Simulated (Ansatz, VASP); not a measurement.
Sc2Ru: VASP beside Ansatz

```
CELL_PARAMETERS angstrom
0.00000 3.17376 3.17376
3.17376 0.00000 3.17376
3.17376 3.17376 0.00000
ATOMIC_POSITIONS crystal
Sc 0.25000 0.25000 0.25000
Sc 0.75000 0.75000 0.75000
Ru 0.00000 0.00000 0.00000
```

Alike in both runs: task relaxation of cell and atoms; functional PBE; k mesh 12 × 12 × 12; occupations gaussian, width 0.1 eV; no spin polarisation.

|  | VASP | Ansatz |
| --- | --- | --- |
| version | VASP 6.6.1 | Ansatz 0.2.0 |
| potentials or method | VASP PAW PBE potentials, release 64 (Sc_sv, Ru_pv), cutoff 600 eV | scalar-relativistic, plane waves, PAW |
| valence electrons in the cell | 36 | 38 |

Ansatz gave:

```
gap on the k mesh at the Fermi level, each at its own relaxed structure (eV) : none
relaxed volume (Å³/atom)                                                     : 21.29
relaxed cell length with the largest relative difference (Å)                 : 4.487
```

Problem. What did VASP give for the same quantities?

Solution. gap on the k mesh at the Fermi level, each at its own relaxed structure (eV): none; relaxed volume (Å³/atom): 21.34; relaxed cell length with the largest relative difference (Å): 4.490.

A gap of «none» marks a metal or a gap that the smearing closes. VASP's potentials hold 36 valence electrons a cell and Ansatz's 38, so a difference there can come from the potentials and not from the codes.
